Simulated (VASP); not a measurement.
# Ti4O in VASP: notebook

The runs below take Ti4O through single point, with PBE.

Everything below comes from runs of VASP 6.6.1. Logs are shortened: lines on timing, memory, paths and dates and some standing lists are left out, and cuts for length are marked.

## Step 1: The cell of the first run

The cell holds a slab with vacuum, 5 atoms: a = 3.255 Å, b = 3.255 Å, c = 20.179 Å, α = 90.00°, β = 90.00°, γ = 90.00°.

## Step 2: Single point, PBE

INCAR reads:

```
ALGO = Normal ; DIPOL = 0.5 0.5 0.350
EDIFF = 1E-7 ; ENCUT = 520
GGA = PE ; IDIPOL = 3
ISIF = 2 ; ISMEAR = 0
LASPH = T ; LCHARG = F
LDIPOL = T ; LREAL = F
LWAVE = F ; NBANDS = 35
NELM = 60 ; PREC = Accurate
SIGMA = 0.1
```

KPOINTS reads:

```
k-points
0
Gamma
  8 8 1
```

POSCAR reads:

```
Ti4O
1.0
    3.2553359278      0.0000000000      0.0000000000
    0.0000000000      3.2553359278      0.0000000000
    0.0000000000      0.0000000000     20.1793674396
Ti O
4 1
Direct
    0.5000000000      0.5000000000      0.1982222690
    0.0000000000      0.0000000000      0.2788822782
    0.5000000000      0.5000000000      0.3551865237
    0.0000000000      0.0000000000      0.4301109767
    0.0000000000      0.3750000000      0.4857705862
```

Potentials or basis: VASP PAW PBE potentials, release 64 (Ti_sv, O).

Launch:

```console
> cat potpaw_PBE.64/Ti_sv/POTCAR potpaw_PBE.64/O/POTCAR > POTCAR
> mpirun -np 1 vasp_std > vasp.out
```

OUTCAR:

```text
EDIFF = 1E-7
   ENCUT = 520
   GGA = PE
   ISIF = 2
   ISMEAR = 0
   LASPH = T
   LREAL = F
   NELM = 60
   PREC = Accurate

 ion  position               nearest neighbor table
   1  0.500  0.500  0.198-   2 2.82   2 2.82   2 2.82   2 2.82
   2  0.000  0.000  0.279-   3 2.77   3 2.77   3 2.77   3 2.77   1 2.82   1 2.82   1 2.82   1 2.82

   3  0.500  0.500  0.355-   4 2.75   4 2.75   4 2.75   4 2.75   2 2.77   2 2.77   2 2.77   2 2.77

   4  0.000  0.000  0.430-   5 1.66   5 2.32   3 2.75   3 2.75   3 2.75   3 2.75
   5  0.000  0.375  0.486-   4 1.66   4 2.32

  LATTYP: Found a simple tetragonal cell.
 ALAT       =     3.2553359278
 C/A-ratio  =     6.1988587007

  Lattice vectors:

 A1 = (   3.2553359278,   0.0000000000,   0.0000000000)
 A2 = (   0.0000000000,   3.2553359278,   0.0000000000)
 A3 = (   0.0000000000,   0.0000000000,  20.1793674396)

Analysis of symmetry for initial positions (statically):
=====================================================================
 Subroutine PRICEL returns:
 Original cell was already a primitive cell.

 Routine SETGRP: Setting up the symmetry group for a
 simple tetragonal supercell.

 Subroutine GETGRP returns: Found  2 space group operations
 (whereof  2 operations were pure point group operations)
 out of a pool of 16 trial point group operations.

The static configuration has the point symmetry C_1h.

Analysis of symmetry for dynamics (positions and initial velocities):
=====================================================================
 Subroutine PRICEL returns:
 Original cell was already a primitive cell.

 Routine SETGRP: Setting up the symmetry group for a
 simple tetragonal supercell.

 Subroutine GETGRP returns: Found  2 space group operations
 (whereof  2 operations were pure point group operations)
 out of a pool of 16 trial point group operations.

The dynamic configuration has the point symmetry C_1h.

 Subroutine INISYM returns: Found  2 space group operations
 (whereof  2 operations are pure point group operations),
 and found     1 'primitive' translations

----------------------------------------------------------------------------------------

                                     Primitive cell

  volume of cell :     213.8450

  direct lattice vectors                    reciprocal lattice vectors
     3.255335928  0.000000000  0.000000000     0.307187959  0.000000000  0.000000000
     0.000000000  3.255335928  0.000000000     0.000000000  0.307187959  0.000000000
     0.000000000  0.000000000 20.179367440     0.000000000  0.000000000  0.049555567

  length of vectors
     3.255335928  3.255335928 20.179367440     0.307187959  0.307187959  0.049555567

  position of ions in fractional coordinates (direct lattice)
     0.500000000  0.500000000  0.198222269
     0.000000000  0.000000000  0.278882278
     0.500000000  0.500000000  0.355186524
     0.000000000  0.000000000  0.430110977
     0.000000000  0.375000000  0.485770586

  ion indices of the primitive-cell ions
   primitive index   ion index
                 1           1
                 2           2
                 3           3
                 4           4
                 5           5

----------------------------------------------------------------------------------------

 KPOINTS: k-points

Automatic generation of k-mesh.
 Grid dimensions read from file:
 generate k-points for:    8    8    1

 Generating k-lattice:

  Cartesian coordinates                     Fractional coordinates (reciprocal lattice)
     0.038398495  0.000000000  0.000000000     0.125000000  0.000000000  0.000000000
     0.000000000  0.038398495  0.000000000     0.000000000  0.125000000  0.000000000
     0.000000000  0.000000000  0.049555567     0.000000000  0.000000000  1.000000000

  Length of vectors
     0.038398495  0.038398495  0.049555567

  Shift w.r.t. Gamma in fractional coordinates (k-lattice)
     0.000000000  0.000000000  0.000000000

 Subroutine IBZKPT returns following result:
 ===========================================

 Found     25 irreducible k-points:

 Following reciprocal coordinates:
            Coordinates               Weight
  0.000000  0.000000  0.000000      1.000000
  0.125000  0.000000  0.000000      2.000000
  0.000000  0.125000  0.000000      2.000000
  0.250000  0.000000  0.000000      2.000000
  0.000000  0.250000  0.000000      2.000000
  0.375000  0.000000  0.000000      2.000000
[... 16 lines left out ...]
  0.500000  0.375000  0.000000      2.000000
 -0.375000  0.500000  0.000000      2.000000
   k-points           NKPTS =     25   k-points in BZ     NKDIM =     25   number of bands    NBANDS=     35
   number of dos      NEDOS =    301   number of ions     NIONS =      5
   total plane-waves  NPLWV =  86400
   dimension x,y,z NGX =    24 NGY =   24 NGZ =  150
   dimension x,y,z NGXF=    48 NGYF=   48 NGZF=  300
   ions per type =               4   1
   NGX,Y,Z   is equivalent  to a cutoff of  12.26, 12.26, 12.36 a.u.
   NGXF,Y,Z  is equivalent  to a cutoff of  24.51, 24.51, 24.72 a.u.
 SYSTEM =  unknown system
   PREC   = accura    normal or accurate (medium, high low for compatibility)
   ISTART =      0    job   : 0-new  1-cont  2-samecut
   ICHARG =      2    charge: 1-file 2-atom 10-const
   ISPIN  =      1    spin polarized calculation?
   LNONCOLLINEAR =      F non collinear calculations
   LSORBIT =      F    spin-orbit coupling
   LASPH  =      T    aspherical Exc in radial PAW
   ENCUT  =  520.0 eV  38.22 Ry    6.18 a.u.   6.05  6.05 37.52*2*pi/ulx,y,z
   NELM   =     60;   NELMIN=  2; NELMDL= -5     # of ELM steps
   EDIFF  = 0.1E-06   stopping-criterion for ELM
   LREAL  =      F    real-space projection
   EDIFFG = 0.1E-05   stopping-criterion for IOM
   NSW    =      0    number of steps for IOM
   IBRION =     -1    ionic relax: 0-MD 1-quasi-New 2-CG
   NFREE  =      0    steps in history (QN), initial steepest desc. (CG)
   ISIF   =      2    stress and relaxation
   ISYM   =      2    0-nonsym 1-usesym 2-fastsym
   POTIM  = 0.5000    time-step for ionic-motion
   TEBEG  =    0.0;   TEEND  =   0.0 temperature during run
   PSTRESS=    0.0 pullay stress
   NELECT =      54.0000    total number of electrons
   NUPDOWN=      -1.0000    fix difference up-down
   EMIN   =  10.00;   EMAX   =-10.00  energy-range for DOS
   EFERMI =   0.00;   METHOD = LEGACY
   ISMEAR =     0;   SIGMA  =   0.10  broadening in eV -4-tet -1-fermi 0-gaus
   EFERMI_NEDOS =   21; number of points for ismear=-14 and -15
   IALGO  =     38    algorithm
   IMIX   =      4    mixing-type and parameters
     AMIX     =   0.40;   BMIX     =  1.00
     AMIX_MAG =   1.60;   BMIX_MAG =  1.00
  volume/ion in A,a.u.               =      42.77       288.62
  Fermi-wavevector in a.u.,A,eV,Ry     =   1.034760  1.955413 14.568147  1.070729
  Thomas-Fermi vector in A             =   2.169071
   LORBIT       =      0    0 simple, 1 ext, 2 COOP (PROOUT), +10 PAW based schemes
   GGA     = PE    functional components
   LHFCALC =     F    Hartree Fock is set to
   AEXX    =    0.0000 exact exchange contribution
   IVDW    =     0    specifies the selected vdW correction
   LEPSILON=     F    determine dielectric tensor
   LRPA    =     F    only Hartree local field effects (RPA)
 non-spin polarized calculation
 Gauss-broadening in eV      SIGMA  =   0.10
  energy-cutoff  :      520.00
  volume of cell :      213.85
 maximum number of plane-waves:      5808
   NGX = 13   NGY = 13   NGZ = 75

 dipolmoment           0.000000      0.000000     -0.263552 electrons x Angstroem

 number of electron      54.0000018 magnetization

 dipolmoment           0.000000      0.000000      0.170057 electrons x Angstroem

 Free energy of the ion-electron system (eV)
  ---------------------------------------------------
  ext. energy  EPLUGINS =         0.00000000
  ---------------------------------------------------
  free energy    TOTEN  =       -37.40797785 eV

  energy without entropy =      -37.36613032  energy(sigma->0) =      -37.38705408

 E-fermi :  -0.1842     XC(G=0):  -4.9721

 val. band max:       -0.1855740751   @ k =   0.0000   0.5000   0.0000
 cond. band min:      -0.1715467352   @ k =   0.5000   0.5000   0.0000
 fundamental gap:      0.0140273399
 Fermi energy:        -0.1842333080

 k-point     1 :       0.0000    0.0000    0.0000
  band No.  band energies     occupation
      1     -57.2427      2.00000
      2     -57.1389      2.00000
      3     -56.5759      2.00000
      4     -56.4363      2.00000
      5     -33.7842      2.00000
      6     -33.6028      2.00000
[... 27 lines left out ...]
     34       1.5024      0.00000
     35       1.8104      0.00000

 k-point     2 :       0.1250    0.0000    0.0000
  band No.  band energies     occupation
      1     -57.2406      2.00000
      2     -57.1361      2.00000
      3     -56.5705      2.00000
      4     -56.4407      2.00000
      5     -33.7820      2.00000
      6     -33.6043      2.00000
[... 27 lines left out ...]
     34       1.6255      0.00000
     35       1.9050      0.00000

 k-point     3 :       0.0000    0.1250    0.0000
  band No.  band energies     occupation
      1     -57.2406      2.00000
      2     -57.1356      2.00000
      3     -56.5705      2.00000
      4     -56.4407      2.00000
      5     -33.8081      2.00000
      6     -33.6044      2.00000
[... 27 lines left out ...]
     34       1.6663      0.00000
     35       2.0108      0.00000
[... 723 lines left out ...]
 k-point    23 :       0.5000    0.3750    0.0000
  band No.  band energies     occupation
      1     -57.2203      2.00000
      2     -57.1080      2.00000
      3     -56.5104      2.00000
      4     -56.4770      2.00000
      5     -33.9094      2.00000
      6     -33.5792      2.00000
[... 27 lines left out ...]
     34       2.3876      0.00000
     35       2.4498      0.00000

 k-point    24 :      -0.3750    0.5000    0.0000
  band No.  band energies     occupation
      1     -57.2203      2.00000
      2     -57.1075      2.00000
      3     -56.5105      2.00000
      4     -56.4770      2.00000
      5     -33.9376      2.00000
      6     -33.5788      2.00000
[... 27 lines left out ...]
     34       1.9835      0.00000
     35       2.3097      0.00000

 [... further k-points ...]

------------------------ aborting loop because EDIFF is reached ----------------------------------------

 vacuum level on the upper side and lower side of the slab       (xc-potential included)         1.314        -1.575

  FORCE on cell =-STRESS in cart. coord.  units (eV):
  Direction    XX          YY          ZZ          XY          YZ          ZX
  --------------------------------------------------------------------------------------
  -------------------------------------------------------------------------------------
  Total        0.5633752     -0.4813314      1.4985013      0.0000000      3.7176593      0.0000000
  in kB        4.2209397     -3.6062482     11.2271243      0.0000000     27.8535786      0.0000000
  external PRESSURE =       3.9472719 kB  Pullay stress =       0.0000000 kB

 VOLUME and BASIS-vectors are now :
 -----------------------------------------------------------------------------
  energy-cutoff  :      520.00
  volume of cell :      213.85
      direct lattice vectors                 reciprocal lattice vectors
     3.255335928  0.000000000  0.000000000     0.307187959  0.000000000  0.000000000
     0.000000000  3.255335928  0.000000000     0.000000000  0.307187959  0.000000000
     0.000000000  0.000000000 20.179367440     0.000000000  0.000000000  0.049555567

 POSITION                                       TOTAL-FORCE (eV/Angst)
 -----------------------------------------------------------------------------------
      1.62767      1.62767      4.00000         0.000000     -0.056651      0.494104
      0.00000      0.00000      5.62767         0.000000      0.250489     -0.507478
      1.62767      1.62767      7.16744         0.000000     -0.266568     -1.405850
      0.00000      0.00000      8.67937         0.000000     -3.323918      1.268630
      0.00000      1.22075      9.80254         0.000000      3.396649      0.150595
 -----------------------------------------------------------------------------------
    total drift:                                0.000000      0.000150     -0.000333

  FREE ENERGIE OF THE ION-ELECTRON SYSTEM (eV)
  ---------------------------------------------------
  free  energy   TOTEN  =       -37.4079778466 eV

  energy  without entropy=      -37.3661303234  energy(sigma->0) =      -37.38705408

 vacuum level on the upper side and lower side of the slab         5.834         2.879
```

Wall time 2.6 min (1 thread of Intel Xeon 6975P-C (Granite Rapids), shared host); peak memory 0.36 GiB.

Results:

- Free energy: -37.4080 eV
- Largest force: 3.558 eV/Å
- Band gap on the k mesh: zero (band 27 reaches 0.07 eV, above the bottom of band 28 at -0.48 eV)

Forces on the atoms (eV/Å):
```
Ti   0.000 -0.057  0.494
Ti   0.000  0.250 -0.507
Ti   0.000 -0.267 -1.406
Ti   0.000 -3.324  1.269
O    0.000  3.397  0.151
```

## Step 3: Single point, PBE

INCAR reads:

```
PREC = Accurate
ENCUT = 520
EDIFF = 1E-7
ISMEAR = 0
SIGMA = 0.1
LREAL = False
LASPH = True
NELM = 100
ALGO = Normal
ISIF = 2
LWAVE = False
LCHARG = False
LDIPOL = True
IDIPOL = 3
DIPOL = 0.5 0.5 0.346
GGA = PE
NBANDS = 35
```

KPOINTS reads:

```
regular mesh
0
Gamma
  8 8 1
```

Edit POSCAR of step 2 so:

```diff
@@ -12,2 +12,2 @@
     0.0000000000      0.0000000000      0.4301109767
-    0.0000000000      0.3750000000      0.4857705862
+    0.1250000000      0.5000000000      0.4675044979
```

Potentials or basis: VASP PAW PBE potentials, release 64 (Ti_sv, O).

Launch:

```console
> cat potpaw_PBE.64/Ti_sv/POTCAR potpaw_PBE.64/O/POTCAR > POTCAR
> mpirun -np 1 vasp_std > vasp.out
```

Wall time 2.2 min (1 thread of Intel Xeon 6975P-C (Granite Rapids), shared host); peak memory 0.36 GiB.

It converged, with:

```
Free energy            : -38.5305 eV
Largest force          : 0.952 eV/Å
Band gap on the k mesh : zero (band 27 reaches 0.73 eV, above the bottom of band 28 at 0.14 eV)
```

Forces in eV/Å, atoms in the order of the input:
```
Ti  -0.052  0.000  0.497
Ti   0.064  0.000 -0.384
Ti  -0.532  0.000 -0.789
Ti   0.013  0.000  0.629
O    0.507  0.000  0.048
```

Levels at points of the mesh, in eV from the Fermi level:
| k point | band 23 | band 24 | band 25 | band 26 | band 27 | band 28 | band 29 | band 30 | band 31 | band 32 |
| --- | --- | --- | --- | --- | --- | --- | --- | --- | --- | --- |
| (0.00, 0.00, 0.00) | -1.91 | -1.76 | -0.97 | 0.12 | 0.23 | 0.78 | 0.78 | 0.97 | 0.98 | 1.16 |
| (0.50, 0.00, 0.00) | -1.82 | -0.68 | -0.36 | -0.01 | 0.02 | 0.13 | 0.61 | 1.06 | 1.11 | 1.32 |
| (0.00, 0.50, 0.00) | -1.93 | -1.81 | -0.39 | -0.27 | -0.08 | 0.00 | 0.33 | 0.78 | 0.80 | 1.19 |
| (0.50, 0.50, 0.00) | -0.88 | -0.76 | -0.61 | -0.46 | -0.35 | -0.08 | -0.07 | 1.74 | 1.87 | 1.89 |
